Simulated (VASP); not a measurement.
# HgS (F-43m) in VASP: elastic constants with LDA

Aim: the elastic constants of HgS with LDA.

Everything below comes from runs of VASP 6.6.1. Logs are shortened: lines on timing, memory, paths and dates and some standing lists are left out, and cuts for length are marked.

### Step 1. The cell of the first run

Symmetry: F-43m, No. 216, cubic system. Conventional cell: a = 5.355 Å, b = 5.355 Å, c = 5.355 Å, α = 90.00°, β = 90.00°, γ = 90.00°. Hg (site symmetry -43m) has 4 S at 2.32 Å within 3.1 Å. S (site symmetry -43m) has 4 Hg at 2.32 Å within 3.1 Å.

### Step 2. Elastic constants, LDA

The input, INCAR:

```
ALGO = Normal
EDIFF = 1E-8
ENCUT = 500
GGA = CA
GGA_COMPAT = False
IBRION = 6
ISIF = 3
ISMEAR = -1
LASPH = True
LCHARG = False
LREAL = False
LWAVE = False
NELM = 120
NFREE = 2
NSW = 1
POTIM = 0.015
PREC = Accurate
SIGMA = 0.05
```

The input, KPOINTS:

```
k-points
0
Gamma
  14 14 14
```

The input, POSCAR:

```
HgS
1.0
    0.0000000000      2.6776514337      2.6776514337
    2.6776514337      0.0000000000      2.6776514337
    2.6776514337      2.6776514337      0.0000000000
Hg S
1 1
Direct
    0.0000000000      0.0000000000      0.0000000000
    0.7500000000      0.7500000000      0.7500000000
```

Potentials or basis: VASP PAW LDA potentials, release 64 (Hg, S).

Run with:

```console
$ cat potpaw_LDA.64/Hg/POTCAR potpaw_LDA.64/S/POTCAR > POTCAR
$ mpirun -np 1 vasp_std > vasp.out
```

OUTCAR:

```text
EDIFF = 1E-8
   ENCUT = 500
   GGA = CA
   IBRION = 6
   ISIF = 3
   ISMEAR = -1
   LASPH = True
   LREAL = False
   NELM = 120
   NFREE = 2
   NSW = 1
   POTIM = 0.015
   PREC = Accurate

 ion  position               nearest neighbor table
   1  0.000  0.000  0.000-   2 2.32   2 2.32   2 2.32   2 2.32
   2  0.750  0.750  0.750-   1 2.32   1 2.32   1 2.32   1 2.32

  LATTYP: Found a face centered cubic cell.
 ALAT       =     5.3553028674

  Lattice vectors:

 A1 = (   0.0000000000,   2.6776514337,   2.6776514337)
 A2 = (   2.6776514337,   0.0000000000,   2.6776514337)
 A3 = (   2.6776514337,   2.6776514337,   0.0000000000)

Analysis of symmetry for initial positions (statically):
=====================================================================
 Subroutine PRICEL returns:
 Original cell was already a primitive cell.

 Routine SETGRP: Setting up the symmetry group for a
 face centered cubic supercell.

 Subroutine GETGRP returns: Found 24 space group operations
 (whereof 24 operations were pure point group operations)
 out of a pool of 48 trial point group operations.

The static configuration has the point symmetry T_d .

Analysis of symmetry for dynamics (positions and initial velocities):
=====================================================================
 Subroutine PRICEL returns:
 Original cell was already a primitive cell.

 Routine SETGRP: Setting up the symmetry group for a
 face centered cubic supercell.

 Subroutine GETGRP returns: Found 24 space group operations
 (whereof 24 operations were pure point group operations)
 out of a pool of 48 trial point group operations.

The dynamic configuration has the point symmetry T_d .

 Subroutine INISYM returns: Found 24 space group operations
 (whereof 24 operations are pure point group operations),
 and found     1 'primitive' translations

----------------------------------------------------------------------------------------

                                     Primitive cell

  volume of cell :      38.3965

  direct lattice vectors                    reciprocal lattice vectors
     0.000000000  2.677651434  2.677651434    -0.186730802  0.186730802  0.186730802
     2.677651434  0.000000000  2.677651434     0.186730802 -0.186730802  0.186730802
     2.677651434  2.677651434  0.000000000     0.186730802  0.186730802 -0.186730802

  length of vectors
     3.786770973  3.786770973  3.786770973     0.323427237  0.323427237  0.323427237

  position of ions in fractional coordinates (direct lattice)
     0.000000000  0.000000000  0.000000000
     0.750000000  0.750000000  0.750000000

  ion indices of the primitive-cell ions
   primitive index   ion index
                 1           1
                 2           2

----------------------------------------------------------------------------------------

 KPOINTS: k-points

Automatic generation of k-mesh.
 Grid dimensions read from file:
 generate k-points for:   14   14   14

 Generating k-lattice:

[... 105 lines left out ...]
  ext. energy  EPLUGINS =         0.00000000
  ---------------------------------------------------
  free energy    TOTEN  =        -5.11582946 eV

  energy without entropy =       -5.11567382  energy(sigma->0) =       -5.11575164

------------------------ aborting loop because EDIFF is reached ----------------------------------------

  FORCE on cell =-STRESS in cart. coord.  units (eV):
  Direction    XX          YY          ZZ          XY          YZ          ZX
  --------------------------------------------------------------------------------------
  -------------------------------------------------------------------------------------
  Total        7.5818875      7.5818875      7.5818875     -0.0000000      0.0000000     -0.0000000
  in kB      316.3703669    316.3703669    316.3703669     -0.0000000      0.0000000     -0.0000000
  external PRESSURE =     316.3703669 kB  Pullay stress =       0.0000000 kB
[... 89 lines left out ...]
  FREE ENERGIE OF THE ION-ELECTRON SYSTEM (eV)
  ---------------------------------------------------
  free  energy   TOTEN  =        -4.9970877088 eV

  energy  without entropy=       -4.9969381569  energy(sigma->0) =       -4.99701293

[... ionic steps 4 to 14 ...]

--------------------------------------- Ionic step       15  -------------------------------------------

 number of electron      18.0000001 magnetization

------------------------ aborting loop because EDIFF is reached ----------------------------------------
[... 67 lines left out ...]
--------------------------------------- Ionic step       17  -------------------------------------------

 number of electron      18.0000002 magnetization

 Free energy of the ion-electron system (eV)
  ---------------------------------------------------
  ext. energy  EPLUGINS =         0.00000000
  ---------------------------------------------------
  free energy    TOTEN  =        -5.11472802 eV

  energy without entropy =       -5.11457428  energy(sigma->0) =       -5.11465115

 E-fermi :   5.3783     XC(G=0): -10.9895

 val. band max:        5.2997546269   @ k =   0.0000   0.0000   0.0000
 cond. band min:       5.7340841066   @ k =   0.0714   0.0000   0.0000
 fundamental gap:      0.4343294797
 Fermi energy:         5.3783249824

 k-point     1 :       0.0000    0.0000    0.0000
  band No.  band energies     occupation
      1     -10.5473      2.00000
      2      -4.1448      2.00000
      3      -4.1140      2.00000
      4      -4.0823      2.00000
      5      -2.5695      2.00000
      6      -2.5688      2.00000
      7       4.9414      1.99968
      8       5.2635      1.81728
      9       5.2874      1.72094
     10       5.2998      1.65597
     11      10.5402      0.00000
     12      10.5418      0.00000
     13      10.5450      0.00000
[... 354 lines left out ...]
  band No.  band energies     occupation
      1     -10.0085      2.00000
      2      -4.1357      2.00000
      3      -3.8015      2.00000
      4      -3.7842      2.00000
      5      -2.6790      2.00000
      6      -2.4498      2.00000
      7       1.7777      2.00000
      8       3.7040      2.00000
      9       3.7883      2.00000
     10       7.5738      0.00000
     11       9.3988      0.00000
     12      11.5760      0.00000
     13      12.1066      0.00000

 [... further k-points ...]
[... 5 lines left out ...]
  --------------------------------------------------------------------------------------
  -------------------------------------------------------------------------------------
  Total        7.5801712      7.5874348      7.5874348      0.0000000     -0.3077780      0.0000000
  in kB      316.2987487    316.6018410    316.6018410      0.0000000    -12.8426929      0.0000000
  external PRESSURE =     316.5008102 kB  Pullay stress =       0.0000000 kB
[... 17 lines left out ...]
  FREE ENERGIE OF THE ION-ELECTRON SYSTEM (eV)
  ---------------------------------------------------
  free  energy   TOTEN  =        -5.1147280171 eV

  energy  without entropy=       -5.1145742850  energy(sigma->0) =       -5.11465115

 INTERNAL STRAIN TENSORS FROM STRAINED CELLS
 ============================================

 INTERNAL STRAIN TENSOR FOR ION    1 for displacements in x,y,z  (eV/Angst):
          X           Y           Z          XY          YZ          ZX
  --------------------------------------------------------------------------------
  x     0.00000     0.00000    -0.00000     0.00000   -20.51618     0.00000
  y    -0.00000     0.00000    -0.00000     0.00000    -0.00000   -20.51628
  z    -0.00000    -0.00000     0.00000   -20.51524    -0.00000     0.00000

 INTERNAL STRAIN TENSORS FROM DISPLACED ATOMS
 ============================================

 INTERNAL STRAIN TENSOR FOR ION    1 for displacements in x,y,z  (eV/Angst):
          X           Y           Z          XY          YZ          ZX
  --------------------------------------------------------------------------------
  x    -0.00000    -0.00000    -0.00000     0.00000   -20.50112     0.00000
  y     0.00000    -0.00000     0.00000     0.00000     0.00000   -20.50112
  z    -0.00000    -0.00000    -0.00000   -20.50112     0.00000     0.00000

 INTERNAL STRAIN TENSOR FOR ION    2 for displacements in x,y,z  (eV/Angst):
          X           Y           Z          XY          YZ          ZX
  --------------------------------------------------------------------------------
  x     0.00000    -0.00000    -0.00000     0.00000    20.50599     0.00000
  y     0.00000     0.00000     0.00000     0.00000     0.00000    20.50599
  z    -0.00000    -0.00000     0.00000    20.50599     0.00000     0.00000

 Eigenvectors and eigenvalues of the dynamical matrix
 ----------------------------------------------------

   1 f  =    9.302719 THz    58.450710 2PiTHz  310.305321 cm-1    38.472939 meV
             X         Y         Z           dx          dy          dz
      0.000000  0.000000  0.000000     0.355319    0.107545    0.000000
      4.016477  4.016477  4.016477    -0.888722   -0.268991    0.000000
[... 21 lines left out ...]
   6 f/i=    0.000111 THz     0.000696 2PiTHz    0.003696 cm-1     0.000458 meV
             X         Y         Z           dx          dy          dz
      0.000000  0.000000  0.000000     0.000038   -0.088848   -0.924277
      4.016477  4.016477  4.016477     0.000015   -0.035522   -0.369535

--------------------------------------------------------------------------------------------------------

 ELASTIC MODULI CONTR FROM IONIC RELAXATION (kBar)
 Direction    XX          YY          ZZ          XY          YZ          ZX
 --------------------------------------------------------------------------------
 XX          -0.0000     -0.0000     -0.0000     -0.0000     -0.0000      0.0000
 YY          -0.0000     -0.0000     -0.0000     -0.0000     -0.0000     -0.0000
 ZZ          -0.0000     -0.0000     -0.0000     -0.0000     -0.0000      0.0000
 XY          -0.0000     -0.0000     -0.0000  -1791.9647      0.0000     -0.0000
 YZ          -0.0000     -0.0000     -0.0000      0.0000  -1791.9647      0.0000
 ZX           0.0000     -0.0000      0.0000     -0.0000      0.0000  -1791.9647
 --------------------------------------------------------------------------------

 TOTAL ELASTIC MODULI (kBar)
 Direction    XX          YY          ZZ          XY          YZ          ZX
 --------------------------------------------------------------------------------
 XX        1523.5222   1776.7219   1776.7219     -0.0000     -0.0000      0.0000
 YY        1776.7219   1523.5222   1776.7219     -0.0000     -0.0000     -0.0000
 ZZ        1776.7219   1776.7219   1523.5222     -0.0000     -0.0000      0.0000
 XY          -0.0000     -0.0000     -0.0000   -347.0859      0.0000      0.0000
 YZ          -0.0000     -0.0000     -0.0000      0.0000   -347.0859      0.0000
 ZX           0.0000     -0.0000      0.0000      0.0000      0.0000   -347.0859
 --------------------------------------------------------------------------------
```

Wall time 46 min (1 thread of Oxide Virtual Turin-like, shared host); peak memory 0.6 GiB.

What came out:

```yaml
Elastic_constants_C11_C12_C44: 152, 178, -35 GPa
Voigt_bulk_modulus: 169 GPa
Highest_phonon_frequency_at_Γ_LO-TO_splitting_left_out: 310 cm⁻¹
```

Phonon frequencies in cm⁻¹ (negative: imaginary):
| q point | frequencies |
| --- | --- |
| (0.000, 0.000, 0.000) | 0 0 0 310 310 310 |

Elastic tensor in Voigt notation (GPa, in the Cartesian axes of the cell as first typed):
```
152 178 178   0   0   0
178 152 178   0   0   0
178 178 152   0   0   0
  0   0   0 -35   0   0
  0   0   0   0 -35   0
  0   0   0   0   0 -35
```

Clamped-ion elastic tensor (GPa):
```
152 178 178   0   0   0
178 152 178   0   0   0
178 178 152   0   0   0
  0   0   0 144   0   0
  0   0   0   0 144   0
  0   0   0   0   0 144
```

Caveat: the cell is under stress, which shifts elastic constants; the elastic tensor has a negative eigenvalue, so either the cell is unstable as it stands or the mesh is too thin; spin-orbit coupling is left out, which moves the levels of the heavy elements.
